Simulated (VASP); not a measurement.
# Li2S (Fm-3m) in VASP: a series of runs, part 2 of 3

VASP 6.6.1. The steps go on from the part before.

### Step 4. Single point, PBE

Contents of INCAR:

```
  PREC = Accurate
  ENCUT = 750
  EDIFF = 1E-6
  ISMEAR = 0
  SIGMA = 0.01
  LREAL = False
  LASPH = True
  NELM = 120
  ALGO = Normal
  ISIF = 2
  LWAVE = False
  LCHARG = False
  GGA = PE
  NBANDS = 13
  GGA_COMPAT = False
```

Contents of KPOINTS:

```
Automatic mesh
0
Gamma
  8 8 8
```

Contents of POSCAR:

```
Li2S
1.0
    0.0000000000      2.8452944183      2.8452944183
    2.8452944183      0.0000000000      2.8452944183
    2.8452944183      2.8452944183      0.0000000000
Li S
2 1
Direct
    0.2500000000      0.2500000000      0.2500000000
    0.7500000000      0.7500000000      0.7500000000
    0.0000000000      0.0000000000      0.0000000000
```

Potentials or basis: VASP PAW PBE potentials, release 64 (Li_sv, S).

Started as:

```
> cat potpaw_PBE.64/Li_sv/POTCAR potpaw_PBE.64/S/POTCAR > POTCAR
> mpirun -np 1 vasp_std > vasp.out
```

OUTCAR:

```text
PREC = Accurate
   ENCUT = 750
   EDIFF = 1E-6
   ISMEAR = 0
   LREAL = False
   LASPH = True
   NELM = 120
   ISIF = 2
   GGA = PE

 ion  position               nearest neighbor table
   1  0.250  0.250  0.250-   3 2.46   3 2.46   3 2.46   3 2.46
   2  0.750  0.750  0.750-   3 2.46   3 2.46   3 2.46   3 2.46
   3  0.000  0.000  0.000-   2 2.46   2 2.46   2 2.46   1 2.46   2 2.46   1 2.46   1 2.46   1 2.46

  LATTYP: Found a face centered cubic cell.
 ALAT       =     5.6905888366

  Lattice vectors:

 A1 = (   0.0000000000,   2.8452944183,   2.8452944183)
 A2 = (   2.8452944183,   0.0000000000,   2.8452944183)
 A3 = (   2.8452944183,   2.8452944183,   0.0000000000)

Analysis of symmetry for initial positions (statically):
=====================================================================
 Subroutine PRICEL returns:
 Original cell was already a primitive cell.

 Routine SETGRP: Setting up the symmetry group for a
 face centered cubic supercell.

 Subroutine GETGRP returns: Found 48 space group operations
 (whereof 48 operations were pure point group operations)
 out of a pool of 48 trial point group operations.

The static configuration has the point symmetry O_h .

Analysis of symmetry for dynamics (positions and initial velocities):
=====================================================================
 Subroutine PRICEL returns:
 Original cell was already a primitive cell.

 Routine SETGRP: Setting up the symmetry group for a
 face centered cubic supercell.

 Subroutine GETGRP returns: Found 48 space group operations
 (whereof 48 operations were pure point group operations)
 out of a pool of 48 trial point group operations.

The dynamic configuration has the point symmetry O_h .

 Subroutine INISYM returns: Found 48 space group operations
 (whereof 48 operations are pure point group operations),
 and found     1 'primitive' translations

----------------------------------------------------------------------------------------

                                     Primitive cell

  volume of cell :      46.0693

  direct lattice vectors                    reciprocal lattice vectors
     0.000000000  2.845294418  2.845294418    -0.175728739  0.175728739  0.175728739
     2.845294418  0.000000000  2.845294418     0.175728739 -0.175728739  0.175728739
     2.845294418  2.845294418  0.000000000     0.175728739  0.175728739 -0.175728739

  length of vectors
     4.023853955  4.023853955  4.023853955     0.304371104  0.304371104  0.304371104

  position of ions in fractional coordinates (direct lattice)
     0.250000000  0.250000000  0.250000000
     0.750000000  0.750000000  0.750000000
     0.000000000  0.000000000  0.000000000

  ion indices of the primitive-cell ions
   primitive index   ion index
                 1           1
                 2           2
                 3           3

----------------------------------------------------------------------------------------

 KPOINTS: Automatic mesh

Automatic generation of k-mesh.
 Grid dimensions read from file:
 generate k-points for:    8    8    8

 Generating k-lattice:

  Cartesian coordinates                     Fractional coordinates (reciprocal lattice)
    -0.021966092  0.021966092  0.021966092     0.125000000  0.000000000  0.000000000
     0.021966092 -0.021966092  0.021966092     0.000000000  0.125000000  0.000000000
     0.021966092  0.021966092 -0.021966092     0.000000000  0.000000000  0.125000000

  Length of vectors
     0.038046388  0.038046388  0.038046388

  Shift w.r.t. Gamma in fractional coordinates (k-lattice)
     0.000000000  0.000000000  0.000000000

 Subroutine IBZKPT returns following result:
 ===========================================

 Found     29 irreducible k-points:

 Following reciprocal coordinates:
            Coordinates               Weight
  0.000000  0.000000  0.000000      1.000000
  0.125000  0.000000  0.000000      8.000000
  0.250000  0.000000  0.000000      8.000000
  0.375000  0.000000  0.000000      8.000000
  0.500000  0.000000  0.000000      4.000000
  0.125000  0.125000  0.000000      6.000000
[... 16 lines left out ...]
  0.500000  0.250000  0.125000     48.000000
 -0.375000  0.250000  0.125000     24.000000
 [... further k-points ...]
   k-points           NKPTS =     29   k-points in BZ     NKDIM =     29   number of bands    NBANDS=     13
   number of dos      NEDOS =    301   number of ions     NIONS =      3
   total plane-waves  NPLWV =  46656
   dimension x,y,z NGX =    36 NGY =   36 NGZ =   36
   dimension x,y,z NGXF=    72 NGYF=   72 NGZF=   72
   ions per type =               2   1
   NGX,Y,Z   is equivalent  to a cutoff of  14.87, 14.87, 14.87 a.u.
   NGXF,Y,Z  is equivalent  to a cutoff of  29.75, 29.75, 29.75 a.u.
 SYSTEM =  unknown system
   PREC   = accura    normal or accurate (medium, high low for compatibility)
   ISTART =      0    job   : 0-new  1-cont  2-samecut
   ICHARG =      2    charge: 1-file 2-atom 10-const
   ISPIN  =      1    spin polarized calculation?
   LNONCOLLINEAR =      F non collinear calculations
   LSORBIT =      F    spin-orbit coupling
   LASPH  =      T    aspherical Exc in radial PAW
   ENCUT  =  750.0 eV  55.12 Ry    7.42 a.u.   8.99  8.99  8.99*2*pi/ulx,y,z
   NELM   =    120;   NELMIN=  2; NELMDL= -5     # of ELM steps
   EDIFF  = 0.1E-05   stopping-criterion for ELM
   LREAL  =      F    real-space projection
   EDIFFG = 0.1E-04   stopping-criterion for IOM
   NSW    =      0    number of steps for IOM
   IBRION =     -1    ionic relax: 0-MD 1-quasi-New 2-CG
   NFREE  =      0    steps in history (QN), initial steepest desc. (CG)
   ISIF   =      2    stress and relaxation
   ISYM   =      2    0-nonsym 1-usesym 2-fastsym
   POTIM  = 0.5000    time-step for ionic-motion
   TEBEG  =    0.0;   TEEND  =   0.0 temperature during run
   PSTRESS=    0.0 pullay stress
   NELECT =      12.0000    total number of electrons
   NUPDOWN=      -1.0000    fix difference up-down
   EMIN   =  10.00;   EMAX   =-10.00  energy-range for DOS
   EFERMI =   0.00;   METHOD = LEGACY
   ISMEAR =     0;   SIGMA  =   0.01  broadening in eV -4-tet -1-fermi 0-gaus
   EFERMI_NEDOS =   21; number of points for ismear=-14 and -15
   IALGO  =     38    algorithm
   IMIX   =      4    mixing-type and parameters
     AMIX     =   0.40;   BMIX     =  1.00
     AMIX_MAG =   1.60;   BMIX_MAG =  1.00
  volume/ion in A,a.u.               =      15.36       103.63
  Fermi-wavevector in a.u.,A,eV,Ry     =   1.045518  1.975742 14.872626  1.093107
  Thomas-Fermi vector in A             =   2.180317
   LORBIT       =      0    0 simple, 1 ext, 2 COOP (PROOUT), +10 PAW based schemes
   GGA     = PE    functional components
   LHFCALC =     F    Hartree Fock is set to
   AEXX    =    0.0000 exact exchange contribution
   IVDW    =     0    specifies the selected vdW correction
   LEPSILON=     F    determine dielectric tensor
   LRPA    =     F    only Hartree local field effects (RPA)
 non-spin polarized calculation
 Gauss-broadening in eV      SIGMA  =   0.01
  energy-cutoff  :      750.00
  volume of cell :       46.07
 maximum number of plane-waves:      2180
   NGX = 17   NGY = 17   NGZ = 17

 number of electron      11.9999998 magnetization

 Free energy of the ion-electron system (eV)
  ---------------------------------------------------
  ext. energy  EPLUGINS =         0.00000000
  ---------------------------------------------------
  free energy    TOTEN  =       -11.99475450 eV

  energy without entropy =      -11.99475450  energy(sigma->0) =      -11.99475450

 E-fermi :   1.5293     XC(G=0):  -8.5225

 val. band max:        1.4865311053   @ k =   0.0000   0.0000   0.0000
 cond. band min:       4.8741717607   @ k =   0.5000   0.5000   0.0000
 fundamental gap:      3.3876406554
 Fermi energy:         1.5293007630

 k-point     1 :       0.0000    0.0000    0.0000
  band No.  band energies     occupation
      1     -42.6771      2.00000
      2     -42.6338      2.00000
      3      -9.5486      2.00000
      4       1.4865      2.00000
      5       1.4865      2.00000
      6       1.4865      2.00000
      7       5.7761      0.00000
      8       7.7188      0.00000
      9       7.7188      0.00000
     10       7.7188      0.00000
     11      12.6767      0.00000
     12      12.6767      0.00000
     13      13.9345      0.00000
[... 354 lines left out ...]
  band No.  band energies     occupation
      1     -42.6545      2.00000
      2     -42.6545      2.00000
      3      -9.0445      2.00000
      4      -1.1011      2.00000
      5       0.2379      2.00000
      6       0.5784      2.00000
      7       7.3546      0.00000
      8       8.1445      0.00000
      9       9.8559      0.00000
     10      10.4993      0.00000
     11      11.8462      0.00000
     12      13.1744      0.00000
     13      14.8963      0.00000

 [... further k-points ...]
[... 5 lines left out ...]
  --------------------------------------------------------------------------------------
  -------------------------------------------------------------------------------------
  Total        0.0570199      0.0570199      0.0570199      0.0000000      0.0000000      0.0000000
  in kB        1.9830119      1.9830119      1.9830119      0.0000000      0.0000000      0.0000000
  external PRESSURE =       1.9830119 kB  Pullay stress =       0.0000000 kB

 VOLUME and BASIS-vectors are now :
 -----------------------------------------------------------------------------
  energy-cutoff  :      750.00
  volume of cell :       46.07
      direct lattice vectors                 reciprocal lattice vectors
     0.000000000  2.845294418  2.845294418    -0.175728739  0.175728739  0.175728739
     2.845294418  0.000000000  2.845294418     0.175728739 -0.175728739  0.175728739
     2.845294418  2.845294418  0.000000000     0.175728739  0.175728739 -0.175728739

 POSITION                                       TOTAL-FORCE (eV/Angst)
 -----------------------------------------------------------------------------------
      1.42265      1.42265      1.42265        -0.000000     -0.000000      0.000000
      4.26794      4.26794      4.26794         0.000000      0.000000      0.000000
      0.00000      0.00000      0.00000        -0.000000      0.000000     -0.000000
 -----------------------------------------------------------------------------------
    total drift:                                0.000000      0.000000      0.000000

  FREE ENERGIE OF THE ION-ELECTRON SYSTEM (eV)
  ---------------------------------------------------
  free  energy   TOTEN  =       -11.9947545036 eV

  energy  without entropy=      -11.9947545036  energy(sigma->0) =      -11.99475450
```

stdout:

```text
POSCAR found type information on POSCAR LiS
 POSCAR found :  2 types and       3 ions
 scaLAPACK will be used
 LDA part: xc-table for (Slater+PW92), standard interpolation
 POSCAR, INCAR and KPOINTS ok, starting setup
 FFT: planning ... GRIDC
 FFT: planning ... GRID_SOFT
 FFT: planning ... GRID
 WAVECAR not read
 entering main loop
```

It took 42 s on 1 thread of AMD EPYC 7R13, shared host; peak memory 0.17 GiB.

Results:

- Free energy: -11.9948 eV
- Pressure: 0.2 GPa
- Band gap on the k mesh: 3.39 eV (least direct gap 4.29 eV)

A k mesh can miss the band edges.

### Step 5. Single point, r2SCAN

POSCAR is that of step 4.

Contents of INCAR.step1:

```
PREC     = Accurate       # precision mode
ENCUT    = 830            # plane-wave cutoff, eV
ISMEAR   = 0              # smearing method
SIGMA    = 0.01           # smearing width, eV
LREAL    = False          # projectors in reciprocal space
LASPH    = True           # aspherical terms in the spheres
NELM     = 120            # most SCF steps
NBANDS   = 13             # bands
GGA      = PE             # functional
ALGO     = Normal         # electronic algorithm
EDIFF    = 1E-5           # SCF threshold, eV
LWAVE    = True           # write WAVECAR
LCHARG   = False          # write CHGCAR
GGA_COMPAT= False
```

Contents of INCAR.step2:

```
PREC     = Accurate       # precision mode
ENCUT    = 830            # plane-wave cutoff, eV
EDIFF    = 1E-6           # SCF threshold, eV
ISMEAR   = 0              # smearing method
SIGMA    = 0.01           # smearing width, eV
LREAL    = False          # projectors in reciprocal space
LASPH    = True           # aspherical terms in the spheres
NELM     = 120            # most SCF steps
ALGO     = Normal         # electronic algorithm
ISIF     = 2              # what is computed and relaxed
LWAVE    = False          # write WAVECAR
LCHARG   = False          # write CHGCAR
METAGGA  = R2SCAN         # meta-GGA
LMIXTAU  = True         
NBANDS   = 13             # bands
ISTART   = 1            
GGA_COMPAT= False
```

Contents of KPOINTS:

```
regular mesh
0
Gamma
  6 6 6
```

Potentials or basis: VASP PAW PBE potentials, release 64 (Li_sv, S).

Started as:

```
> cat potpaw_PBE.64/Li_sv/POTCAR potpaw_PBE.64/S/POTCAR > POTCAR
> cp INCAR.step1 INCAR
> mpirun -np 1 vasp_std > vasp.out
> cp INCAR.step2 INCAR
> mpirun -np 1 vasp_std > vasp.out
```

OUTCAR:

```text
PREC = Accurate
   ENCUT = 830
   EDIFF = 1E-6
   ISMEAR = 0
   LREAL = False
   LASPH = True
   NELM = 120
   ISIF = 2
   METAGGA = R2SCAN
   ISTART = 1

 ion  position               nearest neighbor table
   1  0.250  0.250  0.250-   3 2.46   3 2.46   3 2.46   3 2.46
   2  0.750  0.750  0.750-   3 2.46   3 2.46   3 2.46   3 2.46
   3  0.000  0.000  0.000-   2 2.46   2 2.46   2 2.46   1 2.46   2 2.46   1 2.46   1 2.46   1 2.46

[... 441 lines left out ...]

  FORCE on cell =-STRESS in cart. coord.  units (eV):
  Direction    XX          YY          ZZ          XY          YZ          ZX
  --------------------------------------------------------------------------------------
  -------------------------------------------------------------------------------------
  Total       -0.0580820     -0.0580820     -0.0580820      0.0000000      0.0000000      0.0000000
  in kB       -2.0199495     -2.0199495     -2.0199495      0.0000000      0.0000000      0.0000000
  external PRESSURE =      -2.0199495 kB  Pullay stress =       0.0000000 kB

 VOLUME and BASIS-vectors are now :
 -----------------------------------------------------------------------------
  energy-cutoff  :      830.00
  volume of cell :       46.07
      direct lattice vectors                 reciprocal lattice vectors
     0.000000000  2.845294418  2.845294418    -0.175728739  0.175728739  0.175728739
     2.845294418  0.000000000  2.845294418     0.175728739 -0.175728739  0.175728739
     2.845294418  2.845294418  0.000000000     0.175728739  0.175728739 -0.175728739

 POSITION                                       TOTAL-FORCE (eV/Angst)
 -----------------------------------------------------------------------------------
      1.42265      1.42265      1.42265         0.000000      0.000000      0.000000
      4.26794      4.26794      4.26794        -0.000000     -0.000000     -0.000000
      0.00000      0.00000      0.00000        -0.000000      0.000000      0.000000
 -----------------------------------------------------------------------------------
    total drift:                                0.000000     -0.000000      0.000000

  FREE ENERGIE OF THE ION-ELECTRON SYSTEM (eV)
  ---------------------------------------------------
  free  energy   TOTEN  =       -17.3838860441 eV

  energy  without entropy=      -17.3838860441  energy(sigma->0) =      -17.38388604
```

OSZICAR.step1:

```text
N       E                     dE             d eps       ncg     rms          rms(c)
DAV:   1     0.583782133251E+02    0.58378E+02   -0.69582E+03   416   0.124E+03
DAV:   2    -0.379769310272E+01   -0.62176E+02   -0.58133E+02   486   0.240E+02
DAV:   3    -0.120666754166E+02   -0.82690E+01   -0.82201E+01   766   0.553E+01
DAV:   4    -0.122879361552E+02   -0.22126E+00   -0.22111E+00   558   0.126E+01
DAV:   5    -0.122967777584E+02   -0.88416E-02   -0.88413E-02   676   0.182E+00    0.388E+00
DAV:   6    -0.119994424364E+02    0.29734E+00   -0.50438E-01   545   0.284E+00    0.291E+00
DAV:   7    -0.119838249666E+02    0.15617E-01   -0.13330E-01   572   0.165E+00    0.179E+00
DAV:   8    -0.119948393201E+02   -0.11014E-01   -0.27189E-02   534   0.935E-01    0.728E-01
DAV:   9    -0.119944119381E+02    0.42738E-03   -0.92244E-04   581   0.183E-01    0.480E-01
DAV:  10    -0.119946137697E+02   -0.20183E-03   -0.16028E-03   471   0.194E-01    0.275E-01
DAV:  11    -0.119945783006E+02    0.35469E-04   -0.10305E-04   588   0.635E-02    0.107E-01
DAV:  12    -0.119945797631E+02   -0.14625E-05   -0.24071E-06   344   0.122E-02
   1 F= -.11994580E+02 E0= -.11994580E+02  d E =-.235149E-55
```

Wall time 3.3 min (1 thread of AMD EPYC 7R13, shared host); peak memory 0.23 GiB.

Results:

```yaml
Free_energy: -17.3839 eV
Pressure: -0.2 GPa
Band_gap_on_the_k_mesh: 3.86 eV (least direct gap 5.05 eV)
```

Levels at points of the mesh, in eV from the valence-band top:
| k point | band 3 | band 4 | band 5 | band 6 | band 7 | band 8 | band 9 | band 10 |
| --- | --- | --- | --- | --- | --- | --- | --- | --- |
| (0.00, 0.00, 0.00) | -11.49 | 0.00 | 0.00 | 0.00 | 5.05 | 6.91 | 6.91 | 6.91 |
| (0.50, 0.00, 0.00) | -11.05 | -2.89 | -0.51 | -0.51 | 6.97 | 7.19 | 7.19 | 9.13 |
| (0.50, 0.50, 0.00) | -10.92 | -2.16 | -1.44 | -1.44 | 3.86 | 7.90 | 12.16 | 12.16 |

Caveat: the PAW data sets were made with another functional, which shifts forces and pressure a little.

(Part 2 of 3 ends here.)
